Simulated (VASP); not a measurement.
# SnGe5 (F-43m) in VASP: a series of runs

The runs below take SnGe5 through single point, with PBE.

All numbers are computed with VASP 6.6.1; they aren't measurements. Logs are shortened: lines on timing, memory, paths and dates and some standing lists are left out, and cuts for length are marked.

## 1. The cell of the first run

The structure is cubic, space group F-43m (No. 216). Conventional cell: a = 8.293 Å, b = 8.293 Å, c = 8.293 Å, α = 90.00°, β = 90.00°, γ = 90.00°. Sn (site symmetry -43m) has 18 Ge at 3.39 to 4.15 Å within 4.5 Å. Within 2.9 Å of Ge (site symmetry -43m) lie 4 Ge at 2.21 Å. Within 2.9 Å of Ge (site symmetry 3m) lie 4 Ge at 2.21 to 2.25 Å.

## 2. Single point, PBE

File INCAR:

```
SYSTEM = SnGe5
PREC = Accurate ; ENCUT = 520
EDIFF = 1E-7 ; ISMEAR = 0
SIGMA = 0.1 ; LREAL = .False.
LASPH = .True. ; NELM = 80
ALGO = Normal ; ISIF = 2
LWAVE = .False. ; LCHARG = .False.
GGA = PE ; NBANDS = 51
```

File KPOINTS:

```
regular mesh
0
Gamma
  4 4 4
  0 0 0
```

File POSCAR:

```
SnGe5
1.0
    0.0000000000      4.1465495600      4.1465495600
    4.1465495600      0.0000000000      4.1465495600
    4.1465495600      4.1465495600      0.0000000000
Sn Ge
1 5
Direct
    0.0000000000      0.0000000000      0.0000000000
    0.5000000000      0.5000000000      0.5000000000
    0.3459475300      0.3459475300      0.3459475300
    0.3459475300      0.3459475300      0.9621574200
    0.3459475300      0.9621574200      0.3459475300
    0.9621574200      0.3459475300      0.3459475300
```

Potentials or basis: VASP PAW PBE potentials, release 64 (Sn_d, Ge_d).

Launch:

```bash
$ cat potpaw_PBE.64/Sn_d/POTCAR potpaw_PBE.64/Ge_d/POTCAR > POTCAR
$ mpirun -np 1 vasp_std > vasp.out
```

OUTCAR:

```text
SYSTEM = SnGe5
   PREC = Accurate
   ENCUT = 520
   EDIFF = 1E-7
   ISMEAR = 0
   LREAL = .False.
   LASPH = .True.
   NELM = 80
   ISIF = 2
   GGA = PE

 ion  position               nearest neighbor table
   1  0.000  0.000  0.000-
   2  0.500  0.500  0.500-   3 2.21   4 2.21   5 2.21   6 2.21
   3  0.346  0.346  0.346-   2 2.21   4 2.25   5 2.25   6 2.25
   4  0.346  0.346  0.962-   2 2.21   3 2.25   5 2.25   6 2.25
   5  0.346  0.962  0.346-   2 2.21   3 2.25   4 2.25   6 2.25
   6  0.962  0.346  0.346-   2 2.21   3 2.25   4 2.25   5 2.25

  LATTYP: Found a face centered cubic cell.
 ALAT       =     8.2930991200

  Lattice vectors:

 A1 = (   0.0000000000,   4.1465495600,   4.1465495600)
 A2 = (   4.1465495600,   0.0000000000,   4.1465495600)
 A3 = (   4.1465495600,   4.1465495600,   0.0000000000)

Analysis of symmetry for initial positions (statically):
=====================================================================
 Subroutine PRICEL returns:
 Original cell was already a primitive cell.

 Routine SETGRP: Setting up the symmetry group for a
 face centered cubic supercell.

 Subroutine GETGRP returns: Found 24 space group operations
 (whereof 24 operations were pure point group operations)
 out of a pool of 48 trial point group operations.

The static configuration has the point symmetry T_d .

Analysis of symmetry for dynamics (positions and initial velocities):
=====================================================================
 Subroutine PRICEL returns:
 Original cell was already a primitive cell.

 Routine SETGRP: Setting up the symmetry group for a
 face centered cubic supercell.

 Subroutine GETGRP returns: Found 24 space group operations
 (whereof 24 operations were pure point group operations)
 out of a pool of 48 trial point group operations.

The dynamic configuration has the point symmetry T_d .

 Subroutine INISYM returns: Found 24 space group operations
 (whereof 24 operations are pure point group operations),
 and found     1 'primitive' translations

----------------------------------------------------------------------------------------

                                     Primitive cell

  volume of cell :     142.5905

  direct lattice vectors                    reciprocal lattice vectors
     0.000000000  4.146549560  4.146549560    -0.120582184  0.120582184  0.120582184
     4.146549560  0.000000000  4.146549560     0.120582184 -0.120582184  0.120582184
     4.146549560  4.146549560  0.000000000     0.120582184  0.120582184 -0.120582184

  length of vectors
     5.864106625  5.864106625  5.864106625     0.208854468  0.208854468  0.208854468

  position of ions in fractional coordinates (direct lattice)
     0.000000000  0.000000000  0.000000000
     0.500000000  0.500000000  0.500000000
     0.345947530  0.345947530  0.345947530
     0.345947530  0.345947530  0.962157420
     0.345947530  0.962157420  0.345947530
     0.962157420  0.345947530  0.345947530

  ion indices of the primitive-cell ions
   primitive index   ion index
                 1           1
                 2           2
                 3           3
                 4           4
                 5           5
                 6           6

----------------------------------------------------------------------------------------

 KPOINTS: regular mesh

Automatic generation of k-mesh.
 Grid dimensions read from file:
 generate k-points for:    4    4    4

 Generating k-lattice:

  Cartesian coordinates                     Fractional coordinates (reciprocal lattice)
    -0.030145546  0.030145546  0.030145546     0.250000000  0.000000000  0.000000000
     0.030145546 -0.030145546  0.030145546     0.000000000  0.250000000  0.000000000
     0.030145546  0.030145546 -0.030145546     0.000000000  0.000000000  0.250000000

  Length of vectors
     0.052213617  0.052213617  0.052213617

  Shift w.r.t. Gamma in fractional coordinates (k-lattice)
     0.000000000  0.000000000  0.000000000

 Subroutine IBZKPT returns following result:
 ===========================================

 Found      8 irreducible k-points:

 Following reciprocal coordinates:
            Coordinates               Weight
  0.000000  0.000000  0.000000      1.000000
  0.250000  0.000000  0.000000      8.000000
  0.500000  0.000000  0.000000      4.000000
  0.250000  0.250000  0.000000      6.000000
  0.500000  0.250000  0.000000     24.000000
 -0.250000  0.250000  0.000000     12.000000
  0.500000  0.500000  0.000000      3.000000
 -0.250000  0.500000  0.250000      6.000000
   k-points           NKPTS =      8   k-points in BZ     NKDIM =      8   number of bands    NBANDS=     51
   number of dos      NEDOS =    301   number of ions     NIONS =      6
   total plane-waves  NPLWV = 110592
   dimension x,y,z NGX =    48 NGY =   48 NGZ =   48
   dimension x,y,z NGXF=    96 NGYF=   96 NGZF=   96
   ions per type =               1   5
   NGX,Y,Z   is equivalent  to a cutoff of  13.61, 13.61, 13.61 a.u.
   NGXF,Y,Z  is equivalent  to a cutoff of  27.22, 27.22, 27.22 a.u.
 SYSTEM =  SnGe5
   PREC   = accura    normal or accurate (medium, high low for compatibility)
   ISTART =      0    job   : 0-new  1-cont  2-samecut
   ICHARG =      2    charge: 1-file 2-atom 10-const
   ISPIN  =      1    spin polarized calculation?
   LNONCOLLINEAR =      F non collinear calculations
   LSORBIT =      F    spin-orbit coupling
   LASPH  =      T    aspherical Exc in radial PAW
   ENCUT  =  520.0 eV  38.22 Ry    6.18 a.u.  10.90 10.90 10.90*2*pi/ulx,y,z
   NELM   =     80;   NELMIN=  2; NELMDL= -5     # of ELM steps
   EDIFF  = 0.1E-06   stopping-criterion for ELM
   LREAL  =      F    real-space projection
   EDIFFG = 0.1E-05   stopping-criterion for IOM
   NSW    =      0    number of steps for IOM
   IBRION =     -1    ionic relax: 0-MD 1-quasi-New 2-CG
   NFREE  =      0    steps in history (QN), initial steepest desc. (CG)
   ISIF   =      2    stress and relaxation
   ISYM   =      2    0-nonsym 1-usesym 2-fastsym
   POTIM  = 0.5000    time-step for ionic-motion
   TEBEG  =    0.0;   TEEND  =   0.0 temperature during run
   PSTRESS=    0.0 pullay stress
   NELECT =      84.0000    total number of electrons
   NUPDOWN=      -1.0000    fix difference up-down
   EMIN   =  10.00;   EMAX   =-10.00  energy-range for DOS
   EFERMI =   0.00;   METHOD = LEGACY
   ISMEAR =     0;   SIGMA  =   0.10  broadening in eV -4-tet -1-fermi 0-gaus
   EFERMI_NEDOS =   21; number of points for ismear=-14 and -15
   IALGO  =     38    algorithm
   IMIX   =      4    mixing-type and parameters
     AMIX     =   0.40;   BMIX     =  1.00
     AMIX_MAG =   1.60;   BMIX_MAG =  1.00
  volume/ion in A,a.u.               =      23.77       160.37
  Fermi-wavevector in a.u.,A,eV,Ry     =   1.372370  2.593402 25.625187  1.883398
  Thomas-Fermi vector in A             =   2.497983
   LORBIT       =      0    0 simple, 1 ext, 2 COOP (PROOUT), +10 PAW based schemes
   GGA     = PE    functional components
   LHFCALC =     F    Hartree Fock is set to
   AEXX    =    0.0000 exact exchange contribution
   IVDW    =     0    specifies the selected vdW correction
   LEPSILON=     F    determine dielectric tensor
   LRPA    =     F    only Hartree local field effects (RPA)
 non-spin polarized calculation
 Gauss-broadening in eV      SIGMA  =   0.10
  energy-cutoff  :      520.00
  volume of cell :      142.59
 maximum number of plane-waves:      3860
 NGX is ok and might be reduce to    48
   NGX = 21   NGY = 21   NGZ = 21

 number of electron      83.9999998 magnetization

 Free energy of the ion-electron system (eV)
  ---------------------------------------------------
  ext. energy  EPLUGINS =         0.00000000
  ---------------------------------------------------
  free energy    TOTEN  =       -18.70800848 eV

  energy without entropy =      -18.69320591  energy(sigma->0) =      -18.70060719

 E-fermi :   5.4246     XC(G=0):  -9.6851

 val. band max:        5.3268323981   @ k =   0.5000   0.2500   0.0000
 cond. band min:       5.4536320096   @ k =   0.2500   0.2500   0.0000
 fundamental gap:      0.1267996115
 Fermi energy:         5.4245950610

 k-point     1 :       0.0000    0.0000    0.0000
  band No.  band energies     occupation
      1     -20.2695      2.00000
      2     -20.2291      2.00000
      3     -20.2291      2.00000
      4     -20.2291      2.00000
      5     -20.1458      2.00000
      6     -20.1458      2.00000
[... 43 lines left out ...]
     50      11.0189      0.00000
     51      11.0190      0.00000

 k-point     2 :       0.2500    0.0000    0.0000
  band No.  band energies     occupation
      1     -20.3884      2.00000
      2     -20.2364      2.00000
      3     -20.2364      2.00000
      4     -20.1396      2.00000
      5     -20.1396      2.00000
      6     -20.0999      2.00000
[... 43 lines left out ...]
     50      11.0929      0.00000
     51      11.1081      0.00000

 k-point     3 :       0.5000    0.0000    0.0000
  band No.  band energies     occupation
      1     -20.4393      2.00000
      2     -20.2428      2.00000
      3     -20.2428      2.00000
      4     -20.1343      2.00000
      5     -20.1343      2.00000
      6     -20.0598      2.00000
[... 43 lines left out ...]
     50      10.7044      0.00000
     51      10.7044      0.00000

 k-point     4 :       0.2500    0.2500    0.0000
  band No.  band energies     occupation
      1     -20.4042      2.00000
      2     -20.2466      2.00000
      3     -20.2466      2.00000
      4     -20.1560      2.00000
      5     -20.1203      2.00000
      6     -20.0413      2.00000
[... 43 lines left out ...]
     50      10.7344      0.00000
     51      11.2313      0.00000

 k-point     5 :       0.5000    0.2500    0.0000
  band No.  band energies     occupation
      1     -20.4478      2.00000
      2     -20.2637      2.00000
      3     -20.2532      2.00000
      4     -20.1441      2.00000
      5     -20.1104      2.00000
      6     -19.9842      2.00000
[... 43 lines left out ...]
     50      10.3674      0.00000
     51      11.0994      0.00000

 k-point     6 :      -0.2500    0.2500    0.0000
  band No.  band energies     occupation
      1     -20.4354      2.00000
      2     -20.2624      2.00000
      3     -20.2448      2.00000
      4     -20.1321      2.00000
      5     -20.1280      2.00000
      6     -20.0153      2.00000
[... 43 lines left out ...]
     50      10.8709      0.00000
     51      11.1022      0.00000

 k-point     7 :       0.5000    0.5000    0.0000
  band No.  band energies     occupation
      1     -20.4592      2.00000
      2     -20.2614      2.00000
      3     -20.2614      2.00000
      4     -20.1634      2.00000
      5     -20.0861      2.00000
      6     -19.9581      2.00000
[... 43 lines left out ...]
     50      10.8069      0.00000
     51      10.8507      0.00000

 k-point     8 :      -0.2500    0.5000    0.2500
  band No.  band energies     occupation
      1     -20.4582      2.00000
      2     -20.2677      2.00000
      3     -20.2656      2.00000
      4     -20.1286      2.00000
      5     -20.1134      2.00000
      6     -19.9301      2.00000
[... 43 lines left out ...]
     50       9.1850      0.00000
     51      10.0987      0.00000

------------------------ aborting loop because EDIFF is reached ----------------------------------------

  FORCE on cell =-STRESS in cart. coord.  units (eV):
  Direction    XX          YY          ZZ          XY          YZ          ZX
  --------------------------------------------------------------------------------------
  -------------------------------------------------------------------------------------
  Total       22.0374249     22.0374249     22.0374249      0.0000000      0.0000000     -0.0000000
  in kB      247.6172239    247.6172239    247.6172239      0.0000000      0.0000000     -0.0000000
  external PRESSURE =     247.6172239 kB  Pullay stress =       0.0000000 kB

 VOLUME and BASIS-vectors are now :
 -----------------------------------------------------------------------------
  energy-cutoff  :      520.00
  volume of cell :      142.59
      direct lattice vectors                 reciprocal lattice vectors
     0.000000000  4.146549560  4.146549560    -0.120582184  0.120582184  0.120582184
     4.146549560  0.000000000  4.146549560     0.120582184 -0.120582184  0.120582184
     4.146549560  4.146549560  0.000000000     0.120582184  0.120582184 -0.120582184

 POSITION                                       TOTAL-FORCE (eV/Angst)
 -----------------------------------------------------------------------------------
      0.00000      0.00000      0.00000         0.000000      0.000000      0.000000
      4.14655      4.14655      4.14655         0.000000      0.000000      0.000000
      2.86898      2.86898      2.86898         2.273955      2.273955      2.273955
      5.42412      5.42412      2.86898        -2.273955     -2.273955      2.273955
      5.42412      2.86898      5.42412        -2.273955      2.273955     -2.273955
      2.86898      5.42412      5.42412         2.273955     -2.273955     -2.273955
 -----------------------------------------------------------------------------------
    total drift:                               -0.000044     -0.000044     -0.000044

  FREE ENERGIE OF THE ION-ELECTRON SYSTEM (eV)
  ---------------------------------------------------
  free  energy   TOTEN  =       -18.7080084787 eV

  energy  without entropy=      -18.6932059098  energy(sigma->0) =      -18.70060719
```

Run time: 61 s. Hardware: 1 thread of Intel Xeon Platinum 8488C (Sapphire Rapids), shared host; peak memory 0.32 GiB.

Results:

* Free energy: -18.7080 eV
* Pressure: 24.8 GPa
* Largest force: 3.939 eV/Å
* Band gap on the k mesh: zero (band 42 reaches 5.71 eV, above the bottom of band 43 at 5.23 eV)

Forces on the atoms (eV/Å):
```
Sn   0.000  0.000  0.000
Ge   0.000  0.000  0.000
Ge   2.274  2.274  2.274
Ge  -2.274 -2.274  2.274
Ge  -2.274  2.274 -2.274
Ge   2.274 -2.274 -2.274
```

Levels at points of the mesh, in eV from the Fermi level:
```tsv
k point	band 40	band 41	band 42	band 43	band 44	band 45
(0.00, 0.00, 0.00)	-1.72	-1.72	0.29	0.29	0.29	2.28
(0.50, 0.00, 0.00)	-1.16	-1.16	-0.15	-0.15	0.38	1.01
(0.50, 0.50, 0.00)	-2.00	-0.53	-0.19	-0.19	1.13	1.24
```

Caveat: spin-orbit coupling is left out, which moves the levels of the heavy elements; forces of over 1 eV/Å act on the atoms, so gaps and moduli don't describe the material at rest.

## 3. Single point, PBE

This run uses another cell than the first one, of 33.16 Å³/atom, 1.395 times its volume.

File INCAR:

```
  ALGO = Normal
  EDIFF = 1E-6
  ENCUT = 520
  GGA = PE
  ISIF = 2
  ISMEAR = 0
  LASPH = True
  LCHARG = False
  LREAL = False
  LWAVE = False
  NBANDS = 51
  NELM = 60
  PREC = Accurate
  SIGMA = 0.1
```

File KPOINTS:

```
k-points
0
Gamma
  4 4 4
```

File POSCAR:

```
SnGe5
1.0
    0.0000000000      4.6336375124      4.6336375124
    4.6336375124      0.0000000000      4.6336375124
    4.6336375124      4.6336375124      0.0000000000
Sn Ge
1 5
Direct
    0.0000000000      0.0000000000      0.0000000000
    0.5000000000      0.5000000000      0.5000000000
    0.3483424264      0.3483424264      0.3483424264
    0.3483424264      0.3483424264      0.9549727209
    0.3483424264      0.9549727209      0.3483424264
    0.9549727209      0.3483424264      0.3483424264
```

Potentials or basis: VASP PAW PBE potentials, release 64 (Sn_d, Ge_d).

Launch:

```bash
$ cat potpaw_PBE.64/Sn_d/POTCAR potpaw_PBE.64/Ge_d/POTCAR > POTCAR
$ mpirun -np 1 vasp_std > vasp.out
```

Run time: 77 s. Hardware: 1 thread of Intel Xeon Platinum 8488C (Sapphire Rapids), shared host; peak memory 0.36 GiB.

Results (log left out):

```yaml
Free_energy: -22.1009 eV
Pressure: 0.2 GPa
Largest_force: 0.005 eV/Å
Band_gap_on_the_k_mesh: zero (band 42 reaches 3.02 eV, above the bottom of band 43 at 2.53 eV)
```

Forces in eV/Å, atoms in the order of the input:
```
Sn   0.000  0.000  0.000
Ge   0.000  0.000  0.000
Ge  -0.003 -0.003 -0.003
Ge   0.003  0.003 -0.003
Ge   0.003 -0.003  0.003
Ge  -0.003  0.003  0.003
```

Levels at points of the mesh, in eV from the Fermi level:
```csv
k point,band 38,band 39,band 40,band 41,band 42,band 43,band 44,band 45,band 46,band 47
"(0.00, 0.00, 0.00)",-3.41,-3.41,-0.81,-0.81,0.47,0.47,0.47,1.36,4.30,4.30
"(0.50, 0.00, 0.00)",-2.92,-2.82,-0.44,-0.44,-0.08,-0.02,-0.02,0.69,2.96,2.96
"(0.50, 0.50, 0.00)",-1.94,-1.94,-1.17,-0.29,-0.29,0.05,0.25,1.08,1.82,2.18
```

Caveat: spin-orbit coupling is left out, which moves the levels of the heavy elements.
